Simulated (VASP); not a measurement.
# As (Fm-3m) in VASP: a series of runs, part 3 of 3

VASP 6.6.1. The steps go on from the part before.

## (5) Single point, BLYP

This run uses another cell than the first one, of 21.44 Å³/atom, 1.136 times its volume.

INCAR

```
PREC = Accurate
ENCUT = 520
EDIFF = 1E-6
ISMEAR = -1
SIGMA = 0.1
LREAL = F
LASPH = T
NELM = 100
ALGO = Normal
ISIF = 2
LWAVE = F
LCHARG = F
GGA = B5
ALDAX = 1.0
AGGAX = 1.0
AGGAC = 1.0
ALDAC = 0.0
NBANDS = 8
```

KPOINTS

```
regular mesh
0
Gamma
  14 14 14
```

POSCAR

```
As
1.0
    0.0000000000      2.2051013431      2.2051013431
    2.2051013431      0.0000000000      2.2051013431
    2.2051013431      2.2051013431      0.0000000000
As
1
Direct
    0.0000000000      0.0000000000      0.0000000000
```

Potentials or basis: VASP PAW PBE potentials, release 64 (As).

Started as:

```bash
$ cat potpaw_PBE.64/As/POTCAR > POTCAR
$ mpirun -np 1 vasp_std > vasp.out
```

OUTCAR:

```text
PREC = Accurate
   ENCUT = 520
   EDIFF = 1E-6
   ISMEAR = -1
   LREAL = F
   LASPH = T
   NELM = 100
   ISIF = 2
   GGA = B5

 ion  position               nearest neighbor table
   1  0.000  0.000  0.000-

  LATTYP: Found a face centered cubic cell.
 ALAT       =     4.4102026862

  Lattice vectors:

 A1 = (   0.0000000000,   2.2051013431,   2.2051013431)
 A2 = (   2.2051013431,   0.0000000000,   2.2051013431)
 A3 = (   2.2051013431,   2.2051013431,   0.0000000000)

Analysis of symmetry for initial positions (statically):
=====================================================================
 Subroutine PRICEL returns:
 Original cell was already a primitive cell.

 Routine SETGRP: Setting up the symmetry group for a
 face centered cubic supercell.

 Subroutine GETGRP returns: Found 48 space group operations
 (whereof 48 operations were pure point group operations)
 out of a pool of 48 trial point group operations.

The static configuration has the point symmetry O_h .

Analysis of symmetry for dynamics (positions and initial velocities):
=====================================================================
 Subroutine PRICEL returns:
 Original cell was already a primitive cell.

 Routine SETGRP: Setting up the symmetry group for a
 face centered cubic supercell.

 Subroutine GETGRP returns: Found 48 space group operations
 (whereof 48 operations were pure point group operations)
 out of a pool of 48 trial point group operations.

The dynamic configuration has the point symmetry O_h .

 Subroutine INISYM returns: Found 48 space group operations
 (whereof 48 operations are pure point group operations),
 and found     1 'primitive' translations

----------------------------------------------------------------------------------------

                                     Primitive cell

  volume of cell :      21.4445

  direct lattice vectors                    reciprocal lattice vectors
     0.000000000  2.205101343  2.205101343    -0.226746948  0.226746948  0.226746948
     2.205101343  0.000000000  2.205101343     0.226746948 -0.226746948  0.226746948
     2.205101343  2.205101343  0.000000000     0.226746948  0.226746948 -0.226746948

  length of vectors
     3.118484226  3.118484226  3.118484226     0.392737235  0.392737235  0.392737235

  position of ions in fractional coordinates (direct lattice)
     0.000000000  0.000000000  0.000000000

  ion indices of the primitive-cell ions
   primitive index   ion index
                 1           1

----------------------------------------------------------------------------------------

 KPOINTS: regular mesh

Automatic generation of k-mesh.
 Grid dimensions read from file:
 generate k-points for:   14   14   14

 Generating k-lattice:

  Cartesian coordinates                     Fractional coordinates (reciprocal lattice)
    -0.016196211  0.016196211  0.016196211     0.071428571  0.000000000  0.000000000
     0.016196211 -0.016196211  0.016196211     0.000000000  0.071428571  0.000000000
     0.016196211  0.016196211 -0.016196211     0.000000000  0.000000000  0.071428571

  Length of vectors
     0.028052660  0.028052660  0.028052660

  Shift w.r.t. Gamma in fractional coordinates (k-lattice)
     0.000000000  0.000000000  0.000000000

 Subroutine IBZKPT returns following result:
 ===========================================

 Found    104 irreducible k-points:

 Following reciprocal coordinates:
            Coordinates               Weight
  0.000000  0.000000  0.000000      1.000000
  0.071429  0.000000  0.000000      8.000000
  0.142857  0.000000  0.000000      8.000000
  0.214286  0.000000  0.000000      8.000000
  0.285714  0.000000  0.000000      8.000000
  0.357143  0.000000  0.000000      8.000000
[... 16 lines left out ...]
  0.214286  0.142857  0.000000     24.000000
  0.285714  0.142857  0.000000     24.000000
 [... further k-points ...]
   k-points           NKPTS =    104   k-points in BZ     NKDIM =    104   number of bands    NBANDS=      8
   number of dos      NEDOS =    301   number of ions     NIONS =      1
   total plane-waves  NPLWV =  13824
   dimension x,y,z NGX =    24 NGY =   24 NGZ =   24
   dimension x,y,z NGXF=    48 NGYF=   48 NGZF=   48
   ions per type =               1
   NGX,Y,Z   is equivalent  to a cutoff of  12.79, 12.79, 12.79 a.u.
   NGXF,Y,Z  is equivalent  to a cutoff of  25.59, 25.59, 25.59 a.u.
 SYSTEM =  unknown system
   PREC   = accura    normal or accurate (medium, high low for compatibility)
   ISTART =      0    job   : 0-new  1-cont  2-samecut
   ICHARG =      2    charge: 1-file 2-atom 10-const
   ISPIN  =      1    spin polarized calculation?
   LNONCOLLINEAR =      F non collinear calculations
   LSORBIT =      F    spin-orbit coupling
   LASPH  =      T    aspherical Exc in radial PAW
   ENCUT  =  520.0 eV  38.22 Ry    6.18 a.u.   5.80  5.80  5.80*2*pi/ulx,y,z
   NELM   =    100;   NELMIN=  2; NELMDL= -5     # of ELM steps
   EDIFF  = 0.1E-05   stopping-criterion for ELM
   LREAL  =      F    real-space projection
   EDIFFG = 0.1E-04   stopping-criterion for IOM
   NSW    =      0    number of steps for IOM
   IBRION =     -1    ionic relax: 0-MD 1-quasi-New 2-CG
   NFREE  =      0    steps in history (QN), initial steepest desc. (CG)
   ISIF   =      2    stress and relaxation
   ISYM   =      2    0-nonsym 1-usesym 2-fastsym
   POTIM  = 0.5000    time-step for ionic-motion
   TEBEG  =    0.0;   TEEND  =   0.0 temperature during run
   PSTRESS=    0.0 pullay stress
   NELECT =       5.0000    total number of electrons
   NUPDOWN=      -1.0000    fix difference up-down
   EMIN   =  10.00;   EMAX   =-10.00  energy-range for DOS
   EFERMI =   0.00;   METHOD = LEGACY
   ISMEAR =    -1;   SIGMA  =   0.10  broadening in eV -4-tet -1-fermi 0-gaus
   EFERMI_NEDOS =   21; number of points for ismear=-14 and -15
   IALGO  =     38    algorithm
   IMIX   =      4    mixing-type and parameters
     AMIX     =   0.40;   BMIX     =  1.00
     AMIX_MAG =   1.60;   BMIX_MAG =  1.00
  volume/ion in A,a.u.               =      21.44       144.71
  Fermi-wavevector in a.u.,A,eV,Ry     =   1.007611  1.904109 13.813725  1.015280
  Thomas-Fermi vector in A             =   2.140427
   LORBIT       =      0    0 simple, 1 ext, 2 COOP (PROOUT), +10 PAW based schemes
   GGA     = B5    functional components
   LHFCALC =     F    Hartree Fock is set to
   AEXX    =    0.0000 exact exchange contribution
   IVDW    =     0    specifies the selected vdW correction
   LEPSILON=     F    determine dielectric tensor
   LRPA    =     F    only Hartree local field effects (RPA)
 non-spin polarized calculation
  energy-cutoff  :      520.00
  volume of cell :       21.44
 maximum number of plane-waves:       592
   NGX = 11   NGY = 11   NGZ = 11

 number of electron       5.0000000 magnetization

 Free energy of the ion-electron system (eV)
  ---------------------------------------------------
  ext. energy  EPLUGINS =         0.00000000
  ---------------------------------------------------
  free energy    TOTEN  =        -3.27757918 eV

  energy without entropy =       -3.24935134  energy(sigma->0) =       -3.26346526

 E-fermi :   5.7481     XC(G=0):  -9.5738

 val. band max:        5.7420025181   @ k =   0.2143   0.0000   0.0000
 cond. band min:       5.7681270450   @ k =   0.2857   0.1429   0.0714
 fundamental gap:      0.0261245269
 Fermi energy:         5.7480644381

 k-point     1 :       0.0000    0.0000    0.0000
  band No.  band energies     occupation
      1      -8.4463      2.00000
      2      10.3987      0.00000
      3      10.3987      0.00000
      4      10.3987      0.00000
      5      17.7393      0.00000
      6      17.7393      0.00000
      7      17.7393      0.00000
      8      18.3130      0.00000

 k-point     2 :       0.0714    0.0000    0.0000
  band No.  band energies     occupation
      1      -8.3411      2.00000
      2       9.6048      0.00000
      3      10.2970      0.00000
      4      10.2970      0.00000
      5      17.2607      0.00000
      6      17.9491      0.00000
      7      17.9491      0.00000
      8      18.8607      0.00000
[... 221 lines left out ...]
 k-point    23 :       0.2143    0.1429    0.0000
  band No.  band energies     occupation
      1      -7.5099      2.00000
      2       7.0363      0.00001
      3       8.6849      0.00000
      4       8.9039      0.00000
      5      15.0357      0.00000
      6      16.9541      0.00000
      7      19.8585      0.00000
      8      20.3988      0.00000

 k-point    24 :       0.2857    0.1429    0.0000
  band No.  band energies     occupation
      1      -6.9411      2.00000
      2       5.1616      1.99434
      3       8.3384      0.00000
      4       8.4929      0.00000
      5      14.9870      0.00000
      6      16.6945      0.00000
      7      19.6613      0.00000
      8      20.3176      0.00000

 [... further k-points ...]
[... 5 lines left out ...]
  --------------------------------------------------------------------------------------
  -------------------------------------------------------------------------------------
  Total        0.0208097      0.0208097      0.0208097      0.0000000      0.0000000      0.0000000
  in kB        1.5547491      1.5547491      1.5547491      0.0000000      0.0000000      0.0000000
  external PRESSURE =       1.5547491 kB  Pullay stress =       0.0000000 kB

 VOLUME and BASIS-vectors are now :
 -----------------------------------------------------------------------------
  energy-cutoff  :      520.00
  volume of cell :       21.44
      direct lattice vectors                 reciprocal lattice vectors
     0.000000000  2.205101343  2.205101343    -0.226746948  0.226746948  0.226746948
     2.205101343  0.000000000  2.205101343     0.226746948 -0.226746948  0.226746948
     2.205101343  2.205101343  0.000000000     0.226746948  0.226746948 -0.226746948

 POSITION                                       TOTAL-FORCE (eV/Angst)
 -----------------------------------------------------------------------------------
      0.00000      0.00000      0.00000        -0.000000     -0.000000     -0.000000
 -----------------------------------------------------------------------------------
    total drift:                                0.000000      0.000000     -0.000000

  FREE ENERGIE OF THE ION-ELECTRON SYSTEM (eV)
  ---------------------------------------------------
  free  energy   TOTEN  =        -3.2775791785 eV

  energy  without entropy=       -3.2493513356  energy(sigma->0) =       -3.26346526
```

Wall time 9.7 s (1 thread of AMD EPYC 9R45 (Zen 5), shared host); peak memory 0.11 GiB.

Results:

* Free energy: -3.2776 eV
* Pressure: 0.2 GPa

Caveat: the PAW data sets were made with another functional, which shifts forces and pressure a little.

## (6) Single point, BLYP (volume scaled by 1.04)

INCAR

```
PREC = Accurate ; ENCUT = 520
EDIFF = 1E-6 ; ISMEAR = -1
SIGMA = 0.1 ; LREAL = False
LASPH = True ; NELM = 100
ALGO = Normal ; ISIF = 2
LWAVE = False ; LCHARG = True
GGA = B5 ; ALDAX = 1.0
AGGAX = 1.0 ; AGGAC = 1.0
ALDAC = 0.0 ; LELF = True
LVHAR = True ; NBANDS = 8
```

KPOINTS is that of step 5.

POSCAR

```
As
1.0
    0.0000000000      2.2341191621      2.2341191621
    2.2341191621      0.0000000000      2.2341191621
    2.2341191621      2.2341191621      0.0000000000
As
1
Direct
    0.0000000000      0.0000000000      0.0000000000
```

Potentials or basis: VASP PAW PBE potentials, release 64 (As).

Started as:

```bash
$ cat potpaw_PBE.64/As/POTCAR > POTCAR
$ mpirun -np 1 vasp_std > vasp.out
```

Run time: 10 s. Hardware: 1 thread of AMD EPYC 9R45 (Zen 5), shared host; peak memory 0.11 GiB.

It converged, with:

| Property | Result |
| --- | --- |
| Free energy | -3.2724 eV |
| Pressure | -2.0 GPa |

Levels at points of the mesh, in eV from the Fermi level:
```csv
k point,band 1,band 2,band 3,band 4,band 5,band 6,band 7
"(0.00, 0.00, 0.00)",-13.89,4.40,4.40,4.40,11.86,11.86,11.86
"(0.50, 0.00, 0.00)",-10.51,-5.59,3.06,3.06,8.91,10.98,10.98
"(0.50, 0.50, 0.00)",-9.16,-4.72,0.35,0.35,5.31,6.05,22.03
```

Caveat: the cell differs from its parent crystal (volume scaled by 1.04); the PAW data sets were made with another functional, which shifts forces and pressure a little.

## (7) Summary

```csv
cell,gap on the mesh (eV),pressure (GPa)
"a = 2.988 Å, angles 60.0°, 1 atom",none,10.3
"a = 3.033 Å, angles 60.0°, 1 atom",none,6.2
"a = 3.076 Å, angles 60.0°, 1 atom",none,2.9
"a = 3.118 Å, angles 60.0°, 1 atom",none,0.2
"a = 3.160 Å, angles 60.0°, 1 atom",none,-2.0
```

Alike in all rows: task single point; level BLYP; potentials or basis VASP PAW PBE potentials, release 64 (As); no spin polarisation; k mesh 14 × 14 × 14; cutoff (eV) 520; smearing fermi-dirac 0.1 eV.

Caveats: the PAW data sets were made with another functional, which shifts forces and pressure a little.

Absolute energies hang on the potentials; compare differences alone.
